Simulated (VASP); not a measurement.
# MgS (I-4m2) in VASP: further runs, part 3 of 3

VASP 6.6.1. The steps go on from the part before.

## (5) Single point, LDA (strain +0.000 along x and y, +0.015 along z)

INCAR

```
PREC = Accurate
ENCUT = 520
EDIFF = 1E-6
ISMEAR = 0
SIGMA = 0.05
LREAL = False
LASPH = True
NELM = 80
ALGO = Normal
ISIF = 2
LWAVE = False
LCHARG = False
NBANDS = 11
```

KPOINTS

```
Automatic mesh
0
Gamma
  8 8 8
```

POSCAR

```
MgS
1.0
    0.0000000000      2.8331200468      2.8756168475
    2.8331200468      0.0000000000      2.8756168475
    2.8331200468      2.8331200468      0.0000000000
Mg S
1 1
Direct
    0.0000000000      0.0000000000      0.0000000000
    0.7500000000      0.7500000000      0.7500000000
```

Potentials or basis: VASP PAW LDA potentials, release 64 (Mg, S).

The run is started by

```
$ cat potpaw_LDA.64/Mg/POTCAR potpaw_LDA.64/S/POTCAR > POTCAR
$ mpirun -np 1 vasp_std > vasp.out
```

OUTCAR:

```text
PREC = Accurate
   ENCUT = 520
   EDIFF = 1E-6
   ISMEAR = 0
   LREAL = False
   LASPH = True
   NELM = 80
   ISIF = 2

 ion  position               nearest neighbor table
   1  0.000  0.000  0.000-   2 2.47   2 2.47   2 2.47   2 2.47
   2  0.750  0.750  0.750-   1 2.47   1 2.47   1 2.47   1 2.47

  LATTYP: Found a body centered tetragonal cell.
 ALAT       =     4.0066367940
 C/A-ratio  =     1.4354267658

  Lattice vectors:

 A1 = (  -2.8331200468,   0.0000000000,   2.8756168475)
 A2 = (   2.8331200468,   0.0000000000,   2.8756168475)
 A3 = (   0.0000000000,   2.8331200468,  -2.8756168475)

Analysis of symmetry for initial positions (statically):
=====================================================================
 Subroutine PRICEL returns:
 Original cell was already a primitive cell.

 Routine SETGRP: Setting up the symmetry group for a
 body centered tetragonal supercell.

 Subroutine GETGRP returns: Found  8 space group operations
 (whereof  8 operations were pure point group operations)
 out of a pool of 16 trial point group operations.

The static configuration has the point symmetry D_2d.

Analysis of symmetry for dynamics (positions and initial velocities):
=====================================================================
 Subroutine PRICEL returns:
 Original cell was already a primitive cell.

 Routine SETGRP: Setting up the symmetry group for a
 body centered tetragonal supercell.

 Subroutine GETGRP returns: Found  8 space group operations
 (whereof  8 operations were pure point group operations)
 out of a pool of 16 trial point group operations.

The dynamic configuration has the point symmetry D_2d.

 Subroutine INISYM returns: Found  8 space group operations
 (whereof  8 operations are pure point group operations),
 and found     1 'primitive' translations

----------------------------------------------------------------------------------------

                                     Primitive cell

  volume of cell :      46.1627

  direct lattice vectors                    reciprocal lattice vectors
     0.000000000  2.833120047  2.875616847    -0.176483874  0.176483874  0.173875737
     2.833120047  0.000000000  2.875616847     0.176483874 -0.176483874  0.173875737
     2.833120047  2.833120047  0.000000000     0.176483874  0.176483874 -0.173875737

  length of vectors
     4.036798416  4.036798416  4.006636794     0.304180682  0.304180682  0.304180682

  position of ions in fractional coordinates (direct lattice)
     0.000000000  0.000000000  0.000000000
     0.750000000  0.750000000  0.750000000

  ion indices of the primitive-cell ions
   primitive index   ion index
                 1           1
                 2           2

----------------------------------------------------------------------------------------

 KPOINTS: Automatic mesh

Automatic generation of k-mesh.
 Grid dimensions read from file:
 generate k-points for:    8    8    8

 Generating k-lattice:

  Cartesian coordinates                     Fractional coordinates (reciprocal lattice)
    -0.022060484  0.022060484  0.021734467     0.125000000 -0.000000000  0.000000000
     0.022060484 -0.022060484  0.021734467    -0.000000000  0.125000000  0.000000000
     0.022060484  0.022060484 -0.021734467     0.000000000  0.000000000  0.125000000

  Length of vectors
     0.038022585  0.038022585  0.038022585

  Shift w.r.t. Gamma in fractional coordinates (k-lattice)
     0.000000000  0.000000000  0.000000000

 Subroutine IBZKPT returns following result:
 ===========================================

 Found     59 irreducible k-points:

 Following reciprocal coordinates:
            Coordinates               Weight
  0.000000  0.000000  0.000000      1.000000
  0.125000  0.000000  0.000000      8.000000
  0.250000  0.000000  0.000000      8.000000
  0.375000 -0.000000  0.000000      8.000000
  0.500000  0.000000  0.000000      4.000000
  0.125000  0.125000  0.000000      2.000000
[... 16 lines left out ...]
  0.250000  0.000000  0.125000     16.000000
  0.375000 -0.000000  0.125000     16.000000
 [... further k-points ...]
   k-points           NKPTS =     59   k-points in BZ     NKDIM =     59   number of bands    NBANDS=     11
   number of dos      NEDOS =    301   number of ions     NIONS =      2
   total plane-waves  NPLWV =  27000
   dimension x,y,z NGX =    30 NGY =   30 NGZ =   30
   dimension x,y,z NGXF=    60 NGYF=   60 NGZF=   60
   ions per type =               1   1
   NGX,Y,Z   is equivalent  to a cutoff of  12.35, 12.35, 12.45 a.u.
   NGXF,Y,Z  is equivalent  to a cutoff of  24.71, 24.71, 24.90 a.u.
 SYSTEM =  unknown system
   PREC   = accura    normal or accurate (medium, high low for compatibility)
   ISTART =      0    job   : 0-new  1-cont  2-samecut
   ICHARG =      2    charge: 1-file 2-atom 10-const
   ISPIN  =      1    spin polarized calculation?
   LNONCOLLINEAR =      F non collinear calculations
   LSORBIT =      F    spin-orbit coupling
   LASPH  =      T    aspherical Exc in radial PAW
   ENCUT  =  520.0 eV  38.22 Ry    6.18 a.u.   7.51  7.51  7.45*2*pi/ulx,y,z
   NELM   =     80;   NELMIN=  2; NELMDL= -5     # of ELM steps
   EDIFF  = 0.1E-05   stopping-criterion for ELM
   LREAL  =      F    real-space projection
   EDIFFG = 0.1E-04   stopping-criterion for IOM
   NSW    =      0    number of steps for IOM
   IBRION =     -1    ionic relax: 0-MD 1-quasi-New 2-CG
   NFREE  =      0    steps in history (QN), initial steepest desc. (CG)
   ISIF   =      2    stress and relaxation
   ISYM   =      2    0-nonsym 1-usesym 2-fastsym
   POTIM  = 0.5000    time-step for ionic-motion
   TEBEG  =    0.0;   TEEND  =   0.0 temperature during run
   PSTRESS=    0.0 pullay stress
   NELECT =       8.0000    total number of electrons
   NUPDOWN=      -1.0000    fix difference up-down
   EMIN   =  10.00;   EMAX   =-10.00  energy-range for DOS
   EFERMI =   0.00;   METHOD = LEGACY
   ISMEAR =     0;   SIGMA  =   0.05  broadening in eV -4-tet -1-fermi 0-gaus
   EFERMI_NEDOS =   21; number of points for ismear=-14 and -15
   IALGO  =     38    algorithm
   IMIX   =      4    mixing-type and parameters
     AMIX     =   0.40;   BMIX     =  1.00
     AMIX_MAG =   1.60;   BMIX_MAG =  1.00
  volume/ion in A,a.u.               =      23.08       155.76
  Fermi-wavevector in a.u.,A,eV,Ry     =   0.912728  1.724805 11.334628  0.833072
  Thomas-Fermi vector in A             =   2.037157
   LORBIT       =      0    0 simple, 1 ext, 2 COOP (PROOUT), +10 PAW based schemes
   GGA     = CA    functional components
   LHFCALC =     F    Hartree Fock is set to
   AEXX    =    0.0000 exact exchange contribution
   IVDW    =     0    specifies the selected vdW correction
   LEPSILON=     F    determine dielectric tensor
   LRPA    =     F    only Hartree local field effects (RPA)
 non-spin polarized calculation
 Gauss-broadening in eV      SIGMA  =   0.05
  energy-cutoff  :      520.00
  volume of cell :       46.16
 maximum number of plane-waves:      1263
   NGX = 15   NGY = 15   NGZ = 15

 number of electron       8.0000001 magnetization

 Free energy of the ion-electron system (eV)
  ---------------------------------------------------
  ext. energy  EPLUGINS =         0.00000000
  ---------------------------------------------------
  free energy    TOTEN  =        -9.36539915 eV

  energy without entropy =       -9.36539915  energy(sigma->0) =       -9.36539915

 E-fermi :   0.9998     XC(G=0):  -8.6965

 val. band max:        0.8004207458   @ k =   0.0000   0.0000   0.0000
 cond. band min:       3.8962444346   @ k =   0.0000   0.0000   0.0000
 fundamental gap:      3.0958236888
 Fermi energy:         0.9997695769

 k-point     1 :       0.0000    0.0000    0.0000
  band No.  band energies     occupation
      1     -10.3947      2.00000
      2       0.7607      2.00000
      3       0.8004      2.00000
      4       0.8004      2.00000
      5       3.8962      0.00000
      6       8.5030      0.00000
      7       8.5137      0.00000
      8       8.5137      0.00000
      9      11.3643      0.00000
     10      11.6170      0.00000
     11      13.9985      0.00000
[... 309 lines left out ...]
 k-point    24 :       0.3750   -0.0000    0.1250
  band No.  band energies     occupation
      1      -9.8534      2.00000
      2      -1.7120      2.00000
      3       0.2671      2.00000
      4       0.3242      2.00000
      5       6.0094      0.00000
      6       7.7424      0.00000
      7       8.5377      0.00000
      8       8.9714      0.00000
      9      11.2812      0.00000
     10      12.9110      0.00000
     11      13.4834      0.00000

 [... further k-points ...]
[... 5 lines left out ...]
  --------------------------------------------------------------------------------------
  -------------------------------------------------------------------------------------
  Total       -0.9135337     -0.9135337     -1.0160690      0.0000000     -0.0000000      0.0000000
  in kB      -31.7061993    -31.7061993    -35.2649139      0.0000000     -0.0000000      0.0000000
  external PRESSURE =     -32.8924375 kB  Pullay stress =       0.0000000 kB

 VOLUME and BASIS-vectors are now :
 -----------------------------------------------------------------------------
  energy-cutoff  :      520.00
  volume of cell :       46.16
      direct lattice vectors                 reciprocal lattice vectors
     0.000000000  2.833120047  2.875616847    -0.176483874  0.176483874  0.173875737
     2.833120047  0.000000000  2.875616847     0.176483874 -0.176483874  0.173875737
     2.833120047  2.833120047  0.000000000     0.176483874  0.176483874 -0.173875737

 POSITION                                       TOTAL-FORCE (eV/Angst)
 -----------------------------------------------------------------------------------
      0.00000      0.00000      0.00000         0.000000      0.000000      0.000000
      4.24968      4.24968      4.31343        -0.000000     -0.000000     -0.000000
 -----------------------------------------------------------------------------------
    total drift:                               -0.000000     -0.000000     -0.000000

  FREE ENERGIE OF THE ION-ELECTRON SYSTEM (eV)
  ---------------------------------------------------
  free  energy   TOTEN  =        -9.3653991460 eV

  energy  without entropy=       -9.3653991459  energy(sigma->0) =       -9.36539915
```

stdout:

```text
POSCAR found type information on POSCAR MgS
 POSCAR found :  2 types and       2 ions
 scaLAPACK will be used
 LDA part: xc-table for (Slater(with rela. corr.)+CA(PZ))
 , standard interpolation
 POSCAR, INCAR and KPOINTS ok, starting setup
 FFT: planning ... GRIDC
 FFT: planning ... GRID_SOFT
 FFT: planning ... GRID
 WAVECAR not read
 entering main loop
```

Wall time 34 s (1 thread of AMD EPYC 7R13, shared host); peak memory 0.14 GiB.

Results:

```yaml
Free_energy: -9.3654 eV
Pressure: -3.3 GPa
Band_gap_on_the_k_mesh: 3.10 eV, direct
```

Stress tensor (GPa, compression positive):
```
-3.17  0.00  0.00
 0.00 -3.17  0.00
 0.00  0.00 -3.53
```

Caveat: the cell differs from its parent crystal (strain +0.000 along x and y, +0.015 along z).

## (6) Single point, LDA (strain +0.000 along x and y, +0.030 along z)

INCAR

```
PREC     = Accurate       # precision mode
ENCUT    = 520            # plane-wave cutoff, eV
EDIFF    = 1E-6           # SCF threshold, eV
ISMEAR   = 0              # smearing method
SIGMA    = 0.05           # smearing width, eV
LREAL    = False          # projectors in reciprocal space
LASPH    = True           # aspherical terms in the spheres
NELM     = 60             # most SCF steps
ALGO     = Normal         # electronic algorithm
ISIF     = 2              # what is computed and relaxed
LWAVE    = False          # write WAVECAR
LCHARG   = True           # write CHGCAR
GGA      = CA             # functional
LELF     = True           # ELF
LVHAR    = True         
NBANDS   = 11             # bands
```

KPOINTS is that of step 5.

POSCAR

```
MgS
1.0
    0.0000000000      2.8331200468      2.9181136482
    2.8331200468      0.0000000000      2.9181136482
    2.8331200468      2.8331200468      0.0000000000
Mg S
1 1
Direct
    0.0000000000      0.0000000000      0.0000000000
    0.7500000000      0.7500000000      0.7500000000
```

Potentials or basis: VASP PAW LDA potentials, release 64 (Mg, S).

The run is started by

```
$ cat potpaw_LDA.64/Mg/POTCAR potpaw_LDA.64/S/POTCAR > POTCAR
$ mpirun -np 1 vasp_std > vasp.out
```

It took 37 s on 1 thread of AMD EPYC 7R13, shared host; peak memory 0.14 GiB.

It converged, with:

```yaml
Free_energy: -9.3485 eV
Pressure: -4.0 GPa
Band_gap_on_the_k_mesh: 3.01 eV, direct
```

Stress tensor (GPa, compression positive):
```
-3.75  0.00  0.00
 0.00 -3.75  0.00
 0.00  0.00 -4.51
```

Levels at points of the mesh, in eV from the valence-band top:
| k point | band 2 | band 3 | band 4 | band 5 | band 6 | band 7 |
| --- | --- | --- | --- | --- | --- | --- |
| (0.00, 0.00, 0.00) | -0.08 | 0.00 | 0.00 | 3.01 | 7.65 | 7.67 |
| (0.50, 0.00, 0.00) | -3.13 | -0.43 | -0.28 | 4.71 | 7.27 | 7.53 |
| (0.50, 0.50, 0.00) | -2.92 | -0.96 | -0.96 | 3.70 | 5.50 | 10.34 |
| (0.50, 0.00, 0.50) | -2.78 | -1.10 | -1.09 | 3.63 | 5.29 | 10.66 |

Caveat: the cell differs from its parent crystal (strain +0.000 along x and y, +0.030 along z).

## (7) The runs side by side

```tsv
cell	gap on the mesh (eV)	pressure (GPa)
a = 4.008, b = 4.008, c = 3.886 Å, angles 61.0, 61.0, 58.0°, 2 atoms	3.26	-0.9
a = 3.947, b = 3.947, c = 4.007 Å, angles 59.5, 59.5, 61.0°, 2 atoms	3.28	-0.9
a = 3.977, b = 3.977, c = 3.947 Å, angles 60.3, 60.3, 59.5°, 2 atoms	3.32	-0.9
a = 4.037, b = 4.037, c = 4.007 Å, angles 60.2, 60.2, 59.5°, 2 atoms	3.10	-3.3
a = 4.067, b = 4.067, c = 4.007 Å, angles 60.5, 60.5, 59.0°, 2 atoms	3.01	-4.0
```

Alike in all rows: task single point; level LDA; potentials or basis VASP PAW LDA potentials, release 64 (Mg, S); no spin polarisation; k mesh 8 × 8 × 8; cutoff (eV) 520; smearing gaussian 0.05 eV.

Absolute energies hang on the potentials; compare differences alone.
